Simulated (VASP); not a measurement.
# BP (F-43m) in VASP: notebook

The runs below take BP through single point, with PBEsol.

Program: VASP 6.6.1. These are calculated values, not measurements. Logs are shortened: lines on timing, memory, paths and dates and some standing lists are left out, and cuts for length are marked.

### 1 The cell of the first run

It takes space group F-43m (No. 216, cubic). Conventional cell: a = 4.459 Å, b = 4.459 Å, c = 4.459 Å, α = 90.00°, β = 90.00°, γ = 90.00°. B (site symmetry -43m) has 4 P at 1.93 Å within 2.6 Å. P (site symmetry -43m) has 4 B at 1.93 Å within 2.6 Å.

### 2 Single point, PBEsol (volume scaled by 0.960)

Contents of INCAR:

```
SYSTEM = BP
PREC = Accurate ; ENCUT = 520
EDIFF = 1E-6 ; ISMEAR = 0
SIGMA = 0.05 ; LREAL = .FALSE.
LASPH = .TRUE. ; NELM = 60
ALGO = Normal ; ISIF = 2
LWAVE = .FALSE. ; LCHARG = .FALSE.
GGA = PS ; NBANDS = 11
```

Contents of KPOINTS:

```
regular mesh
0
G
  12 12 12
  0 0 0
```

Contents of POSCAR:

```
BP
1.0
    0.0000000000      2.2295096125      2.2295096125
    2.2295096125      0.0000000000      2.2295096125
    2.2295096125      2.2295096125      0.0000000000
B P
1 1
Direct
    0.0000000000      0.0000000000      0.0000000000
    0.7500000000      0.7500000000      0.7500000000
```

Potentials or basis: VASP PAW PBE potentials, release 64 (B, P).

Started as:

```bash
$ cat potpaw_PBE.64/B/POTCAR potpaw_PBE.64/P/POTCAR > POTCAR
$ mpirun -np 1 vasp_std > vasp.out
```

OUTCAR:

```text
SYSTEM = BP
   PREC = Accurate
   ENCUT = 520
   EDIFF = 1E-6
   ISMEAR = 0
   LREAL = .FALSE.
   LASPH = .TRUE.
   NELM = 60
   ISIF = 2
   GGA = PS

 ion  position               nearest neighbor table
   1  0.000  0.000  0.000-   2 1.93   2 1.93   2 1.93   2 1.93
   2  0.750  0.750  0.750-   1 1.93   1 1.93   1 1.93   1 1.93

  LATTYP: Found a face centered cubic cell.
 ALAT       =     4.4590192250

  Lattice vectors:

 A1 = (   0.0000000000,   2.2295096125,   2.2295096125)
 A2 = (   2.2295096125,   0.0000000000,   2.2295096125)
 A3 = (   2.2295096125,   2.2295096125,   0.0000000000)

Analysis of symmetry for initial positions (statically):
=====================================================================
 Subroutine PRICEL returns:
 Original cell was already a primitive cell.

 Routine SETGRP: Setting up the symmetry group for a
 face centered cubic supercell.

 Subroutine GETGRP returns: Found 24 space group operations
 (whereof 24 operations were pure point group operations)
 out of a pool of 48 trial point group operations.

The static configuration has the point symmetry T_d .

Analysis of symmetry for dynamics (positions and initial velocities):
=====================================================================
 Subroutine PRICEL returns:
 Original cell was already a primitive cell.

 Routine SETGRP: Setting up the symmetry group for a
 face centered cubic supercell.

 Subroutine GETGRP returns: Found 24 space group operations
 (whereof 24 operations were pure point group operations)
 out of a pool of 48 trial point group operations.

The dynamic configuration has the point symmetry T_d .

 Subroutine INISYM returns: Found 24 space group operations
 (whereof 24 operations are pure point group operations),
 and found     1 'primitive' translations

----------------------------------------------------------------------------------------

                                     Primitive cell

  volume of cell :      22.1645

  direct lattice vectors                    reciprocal lattice vectors
     0.000000000  2.229509612  2.229509612    -0.224264563  0.224264563  0.224264563
     2.229509612  0.000000000  2.229509612     0.224264563 -0.224264563  0.224264563
     2.229509612  2.229509612  0.000000000     0.224264563  0.224264563 -0.224264563

  length of vectors
     3.153002731  3.153002731  3.153002731     0.388437618  0.388437618  0.388437618

  position of ions in fractional coordinates (direct lattice)
     0.000000000  0.000000000  0.000000000
     0.750000000  0.750000000  0.750000000

  ion indices of the primitive-cell ions
   primitive index   ion index
                 1           1
                 2           2

----------------------------------------------------------------------------------------

 KPOINTS: regular mesh

Automatic generation of k-mesh.
 Grid dimensions read from file:
 generate k-points for:   12   12   12

 Generating k-lattice:

  Cartesian coordinates                     Fractional coordinates (reciprocal lattice)
    -0.018688714  0.018688714  0.018688714     0.083333333  0.000000000  0.000000000
     0.018688714 -0.018688714  0.018688714     0.000000000  0.083333333  0.000000000
     0.018688714  0.018688714 -0.018688714     0.000000000  0.000000000  0.083333333

  Length of vectors
     0.032369802  0.032369802  0.032369802

  Shift w.r.t. Gamma in fractional coordinates (k-lattice)
     0.000000000  0.000000000  0.000000000

 Subroutine IBZKPT returns following result:
 ===========================================

 Found     72 irreducible k-points:

 Following reciprocal coordinates:
            Coordinates               Weight
  0.000000  0.000000  0.000000      1.000000
  0.083333  0.000000  0.000000      8.000000
  0.166667  0.000000  0.000000      8.000000
  0.250000  0.000000  0.000000      8.000000
  0.333333  0.000000  0.000000      8.000000
  0.416667  0.000000  0.000000      8.000000
[... 16 lines left out ...]
  0.500000  0.166667  0.000000     24.000000
 -0.416667  0.166667  0.000000     24.000000
 [... further k-points ...]
   k-points           NKPTS =     72   k-points in BZ     NKDIM =     72   number of bands    NBANDS=     11
   number of dos      NEDOS =    301   number of ions     NIONS =      2
   total plane-waves  NPLWV =  13824
   dimension x,y,z NGX =    24 NGY =   24 NGZ =   24
   dimension x,y,z NGXF=    48 NGYF=   48 NGZF=   48
   ions per type =               1   1
   NGX,Y,Z   is equivalent  to a cutoff of  12.65, 12.65, 12.65 a.u.
   NGXF,Y,Z  is equivalent  to a cutoff of  25.31, 25.31, 25.31 a.u.
 SYSTEM =  BP
   PREC   = accura    normal or accurate (medium, high low for compatibility)
   ISTART =      0    job   : 0-new  1-cont  2-samecut
   ICHARG =      2    charge: 1-file 2-atom 10-const
   ISPIN  =      1    spin polarized calculation?
   LNONCOLLINEAR =      F non collinear calculations
   LSORBIT =      F    spin-orbit coupling
[... 36 lines left out ...]
  energy-cutoff  :      520.00
  volume of cell :       22.16
 maximum number of plane-waves:       612
   NGX = 11   NGY = 11   NGZ = 11

 number of electron       8.0000001 magnetization

 Free energy of the ion-electron system (eV)
  ---------------------------------------------------
  ext. energy  EPLUGINS =         0.00000000
  ---------------------------------------------------
  free energy    TOTEN  =       -13.65200171 eV

  energy without entropy =      -13.65200171  energy(sigma->0) =      -13.65200171

 E-fermi :   8.2911     XC(G=0): -11.2689

 val. band max:        8.0390372971   @ k =   0.0000   0.0000   0.0000
 cond. band min:       9.0905538373   @ k =   0.4167   0.4167   0.0000
 fundamental gap:      1.0515165402
 Fermi energy:         8.2911446451

 k-point     1 :       0.0000    0.0000    0.0000
  band No.  band energies     occupation
      1      -7.9367      2.00000
      2       8.0390      2.00000
      3       8.0390      2.00000
      4       8.0390      2.00000
      5      11.4795      0.00000
      6      11.4795      0.00000
      7      11.4795      0.00000
      8      16.1914      0.00000
      9      19.6550      0.00000
     10      20.3187      0.00000
     11      20.3187      0.00000

 k-point     2 :       0.0833    0.0000    0.0000
  band No.  band energies     occupation
      1      -7.8055      2.00000
      2       7.0405      2.00000
      3       7.8125      2.00000
      4       7.8125      2.00000
      5      11.7925      0.00000
      6      11.7925      0.00000
      7      11.8698      0.00000
      8      16.5176      0.00000
      9      19.7375      0.00000
     10      19.7375      0.00000
     11      20.0898      0.00000

 k-point     3 :       0.1667    0.0000    0.0000
  band No.  band energies     occupation
      1      -7.4151      2.00000
      2       5.0913      2.00000
      3       7.3390      2.00000
      4       7.3390      2.00000
      5      12.2101      0.00000
      6      12.4265      0.00000
      7      12.4265      0.00000
      8      17.2986      0.00000
      9      19.0241      0.00000
     10      19.0241      0.00000
     11      20.9710      0.00000

 k-point     4 :       0.2500    0.0000    0.0000
  band No.  band energies     occupation
      1      -6.7764      2.00000
      2       2.9980      2.00000
      3       6.8690      2.00000
      4       6.8690      2.00000
      5      12.2503      0.00000
      6      12.8730      0.00000
      7      12.8730      0.00000
      8      18.0251      0.00000
      9      19.0622      0.00000
     10      19.0622      0.00000
     11      21.3218      0.00000
[... 239 lines left out ...]
 k-point    22 :       0.4167    0.1667    0.0000
  band No.  band energies     occupation
      1      -5.1562      2.00000
      2       0.7413      2.00000
      3       4.8176      2.00000
      4       5.2435      2.00000
      5      11.1131      0.00000
      6      14.6949      0.00000
      7      14.9525      0.00000
      8      15.5286      0.00000
      9      21.2410      0.00000
     10      22.9844      0.00000
     11      23.8688      0.00000

 k-point    23 :       0.5000    0.1667    0.0000
  band No.  band energies     occupation
      1      -4.2411      2.00000
      2      -0.6756      2.00000
      3       4.3091      2.00000
      4       5.3277      2.00000
      5      11.2495      0.00000
      6      14.5750      0.00000
      7      14.6467      0.00000
      8      17.1777      0.00000
      9      20.8177      0.00000
     10      23.0045      0.00000
     11      24.4779      0.00000

 k-point    24 :      -0.4167    0.1667    0.0000
  band No.  band energies     occupation
      1      -4.0424      2.00000
      2      -0.9413      2.00000
      3       3.9637      2.00000
      4       5.6084      2.00000
      5      11.5312      0.00000
      6      14.2245      0.00000
      7      14.5862      0.00000
      8      18.7158      0.00000
      9      20.2306      0.00000
     10      21.0594      0.00000
     11      24.4047      0.00000

 [... further k-points ...]

------------------------ aborting loop because EDIFF is reached ----------------------------------------

  FORCE on cell =-STRESS in cart. coord.  units (eV):
  Direction    XX          YY          ZZ          XY          YZ          ZX
  --------------------------------------------------------------------------------------
  -------------------------------------------------------------------------------------
  Total        1.0483146      1.0483146      1.0483146      0.0000000     -0.0000000      0.0000000
  in kB       75.7781828     75.7781828     75.7781828      0.0000000     -0.0000000      0.0000000
  external PRESSURE =      75.7781828 kB  Pullay stress =       0.0000000 kB

 VOLUME and BASIS-vectors are now :
 -----------------------------------------------------------------------------
  energy-cutoff  :      520.00
  volume of cell :       22.16
      direct lattice vectors                 reciprocal lattice vectors
     0.000000000  2.229509612  2.229509612    -0.224264563  0.224264563  0.224264563
     2.229509612  0.000000000  2.229509612     0.224264563 -0.224264563  0.224264563
     2.229509612  2.229509612  0.000000000     0.224264563  0.224264563 -0.224264563

 POSITION                                       TOTAL-FORCE (eV/Angst)
 -----------------------------------------------------------------------------------
      0.00000      0.00000      0.00000         0.000000     -0.000000     -0.000000
      3.34426      3.34426      3.34426        -0.000000      0.000000      0.000000
 -----------------------------------------------------------------------------------
    total drift:                               -0.000000     -0.000000     -0.000000

  FREE ENERGIE OF THE ION-ELECTRON SYSTEM (eV)
  ---------------------------------------------------
  free  energy   TOTEN  =       -13.6520017053 eV

  energy  without entropy=      -13.6520017053  energy(sigma->0) =      -13.65200171
```

Run time: 8.5 s. Hardware: 1 thread of Intel Xeon 6975P-C, shared host; peak memory 0.14 GiB.

Results:

```yaml
Free_energy: -13.6520 eV
Pressure: 7.6 GPa
Band_gap_on_the_k_mesh: 1.05 eV, indirect (least direct gap 3.44 eV)
```

Caveat: the cell differs from its parent crystal (volume scaled by 0.960); the PAW data sets were made with another functional, which shifts forces and pressure a little.

### 3 Single point, PBEsol

This run uses another cell than the first one, of 11.52 Å³/atom, 1.039 times its volume.

Contents of INCAR:

```
ALGO     = Normal         # electronic algorithm
EDIFF    = 1E-6           # SCF threshold, eV
ENCUT    = 520            # plane-wave cutoff, eV
GGA      = PS             # functional
ISIF     = 2              # what is computed and relaxed
ISMEAR   = 0              # smearing method
LASPH    = T              # aspherical terms in the spheres
LCHARG   = F              # write CHGCAR
LREAL    = F              # projectors in reciprocal space
LWAVE    = F              # write WAVECAR
NBANDS   = 11             # bands
NELM     = 100            # most SCF steps
PREC     = Accurate       # precision mode
SIGMA    = 0.05           # smearing width, eV
```

Contents of KPOINTS:

```
k-points
0
Gamma
  12 12 12
```

Contents of POSCAR:

```
BP
1.0
    0.0000000000      2.2584690392      2.2584690392
    2.2584690392      0.0000000000      2.2584690392
    2.2584690392      2.2584690392      0.0000000000
B P
1 1
Direct
    0.0000000000      0.0000000000      0.0000000000
    0.7500000000      0.7500000000      0.7500000000
```

Potentials or basis: VASP PAW PBE potentials, release 64 (B, P).

Started as:

```bash
$ cat potpaw_PBE.64/B/POTCAR potpaw_PBE.64/P/POTCAR > POTCAR
$ mpirun -np 1 vasp_std > vasp.out
```

Run time: 9.6 s. Hardware: 1 thread of Intel Xeon 6975P-C, shared host; peak memory 0.14 GiB.

Results (log left out):

- Free energy: -13.6738 eV
- Pressure: 0.5 GPa
- Band gap on the k mesh: 1.11 eV, indirect (least direct gap 3.38 eV)

Levels at points of the mesh, in eV from the valence-band top:
```csv
k point,band 1,band 2,band 3,band 4,band 5,band 6,band 7,band 8
"(0.00, 0.00, 0.00)",-15.62,0.00,0.00,0.00,3.38,3.38,3.38,7.55
"(0.50, 0.00, 0.00)",-12.22,-9.20,-1.78,-1.78,3.82,4.66,4.66,9.98
"(0.50, 0.50, 0.00)",-10.67,-8.67,-4.20,-4.20,1.20,1.50,12.23,12.23
```

Caveat: the PAW data sets were made with another functional, which shifts forces and pressure a little. A k mesh can miss the band edges.

### 4 Single point, PBEsol

This run uses another cell than the first one, of 11.54 Å³/atom, 1.042 times its volume.

Contents of INCAR:

```
ALGO = Normal
EDIFF = 1E-6
ENCUT = 520
GGA = PS
ISIF = 2
ISMEAR = 0
LASPH = T
LCHARG = F
LREAL = F
LWAVE = F
NBANDS = 11
NELM = 100
PREC = Accurate
SIGMA = 0.05
```

KPOINTS is that of step 3.

Contents of POSCAR:

```
BP
1.0
    0.0000000000      2.2600546357      2.2600546357
    2.2600546357      0.0000000000      2.2600546357
    2.2600546357      2.2600546357      0.0000000000
B P
1 1
Direct
    0.0000000000      0.0000000000      0.0000000000
    0.7500000000      0.7500000000      0.7500000000
```

Started as:

```bash
$ cat potpaw_PBE.64/B/POTCAR potpaw_PBE.64/P/POTCAR > POTCAR
$ mpirun -np 1 vasp_std > vasp.out
```

Run time: 10 s. Hardware: 1 thread of Intel Xeon 6975P-C, shared host; peak memory 0.14 GiB.

The run converged. Its results:

- Free energy: -13.6739 eV
- Pressure: 0.1 GPa
- Band gap on the k mesh: 1.11 eV, indirect (least direct gap 3.37 eV)

Levels at points of the mesh, in eV from the valence-band top:
| k point | band 1 | band 2 | band 3 | band 4 | band 5 | band 6 | band 7 | band 8 |
| --- | --- | --- | --- | --- | --- | --- | --- | --- |
| (0.00, 0.00, 0.00) | -15.60 | 0.00 | 0.00 | 0.00 | 3.37 | 3.37 | 3.37 | 7.52 |
| (0.50, 0.00, 0.00) | -12.21 | -9.18 | -1.78 | -1.78 | 3.80 | 4.66 | 4.66 | 9.97 |
| (0.50, 0.50, 0.00) | -10.67 | -8.66 | -4.19 | -4.19 | 1.20 | 1.51 | 12.21 | 12.21 |

Caveat: the PAW data sets were made with another functional, which shifts forces and pressure a little.

### 5 Single point, PBEsol (volume scaled by 0.980)

Contents of INCAR:

```
SYSTEM = BP
ALGO = Normal ; EDIFF = 1E-6
ENCUT = 520 ; GGA = PS
ISIF = 2 ; ISMEAR = 0
LASPH = .True. ; LCHARG = .True.
LELF = .True. ; LREAL = .False.
LVHAR = .True. ; LWAVE = .False.
NBANDS = 11 ; NELM = 100
PREC = Accurate ; SIGMA = 0.05
```

Contents of KPOINTS:

```
k-points
0
Gamma
  12 12 12
  0 0 0
```

Contents of POSCAR:

```
BP
1.0
    0.0000000000      2.2448860267      2.2448860267
    2.2448860267      0.0000000000      2.2448860267
    2.2448860267      2.2448860267      0.0000000000
B P
1 1
Direct
    0.0000000000      0.0000000000      0.0000000000
    0.7500000000      0.7500000000      0.7500000000
```

Started as:

```bash
$ cat potpaw_PBE.64/B/POTCAR potpaw_PBE.64/P/POTCAR > POTCAR
$ mpirun -np 1 vasp_std > vasp.out
```

Run time: 11 s. Hardware: 1 thread of Intel Xeon 6975P-C, shared host; peak memory 0.14 GiB.

It converged, with:

| Quantity | Value |
| --- | --- |
| Free energy | -13.6683 eV |
| Pressure | 3.7 GPa |
| Band gap on the k mesh | 1.08 eV, indirect (least direct gap 3.41 eV) |

Levels at points of the mesh, in eV from the valence-band top:
```csv
k point,band 2,band 3,band 4,band 5,band 6,band 7
"(0.00, 0.00, 0.00)",0.00,0.00,0.00,3.41,3.41,3.41
"(0.50, 0.00, 0.00)",-9.33,-1.81,-1.81,3.93,4.67,4.67
"(0.50, 0.50, 0.00)",-8.77,-4.26,-4.26,1.16,1.49,12.40
```

Caveat: the cell differs from its parent crystal (volume scaled by 0.980); the PAW data sets were made with another functional, which shifts forces and pressure a little. A k mesh can miss the band edges.

### 6 Single point, PBEsol

This run uses another cell than the first one, of 11.80 Å³/atom, 1.065 times its volume.

Contents of INCAR:

```
PREC = Accurate
ENCUT = 520
EDIFF = 1E-6
ISMEAR = 0
SIGMA = 0.05
LREAL = False
LASPH = True
NELM = 80
ALGO = Normal
ISIF = 2
LWAVE = False
LCHARG = False
GGA = PS
NBANDS = 11
```

Contents of KPOINTS:

```
regular mesh
0
Gamma
  12 12 12
```

Contents of POSCAR:

```
BP
1.0
    0.0000000000      2.2765382614      2.2765382614
    2.2765382614      0.0000000000      2.2765382614
    2.2765382614      2.2765382614      0.0000000000
B P
1 1
Direct
    0.0000000000      0.0000000000      0.0000000000
    0.7500000000      0.7500000000      0.7500000000
```

Potentials or basis: VASP PAW PBE potentials, release 64 (B, P).

Started as:

```bash
$ cat potpaw_PBE.64/B/POTCAR potpaw_PBE.64/P/POTCAR > POTCAR
$ mpirun -np 1 vasp_std > vasp.out
```

Wall time 9.9 s (1 thread of Intel Xeon 6975P-C, shared host); peak memory 0.14 GiB.

Results (log left out):

* Free energy: -13.6688 eV
* Pressure: -3.4 GPa
* Band gap on the k mesh: 1.14 eV, indirect (least direct gap 3.34 eV)

Levels at points of the mesh, in eV from the valence-band top:
```csv
k point,band 1,band 2,band 3,band 4,band 5,band 6,band 7,band 8
"(0.00, 0.00, 0.00)",-15.41,0.00,0.00,0.00,3.34,3.34,3.34,7.19
"(0.50, 0.00, 0.00)",-12.10,-9.03,-1.75,-1.75,3.67,4.64,4.64,9.90
"(0.50, 0.50, 0.00)",-10.59,-8.55,-4.11,-4.11,1.24,1.53,12.00,12.00
```

Caveat: the PAW data sets were made with another functional, which shifts forces and pressure a little. A k mesh can miss the band edges.

### 7 Overview

```csv
cell,gap on the mesh (eV),pressure (GPa)
"a = 3.153 Å, angles 60.0°, 2 atoms",1.05,7.6
"a = 3.194 Å, angles 60.0°, 2 atoms",1.11,0.5
"a = 3.196 Å, angles 60.0°, 2 atoms",1.11,0.1
"a = 3.175 Å, angles 60.0°, 2 atoms",1.08,3.7
"a = 3.220 Å, angles 60.0°, 2 atoms",1.14,-3.4
```

Alike in all rows: task single point; level PBEsol; potentials or basis VASP PAW PBE potentials, release 64 (B, P); no spin polarisation; k mesh 12 × 12 × 12; cutoff (eV) 520; smearing gaussian 0.05 eV.

Caveats: the PAW data sets were made with another functional, which shifts forces and pressure a little.

Total energies depend on the potentials used, so only differences within one code and one set of settings carry meaning.
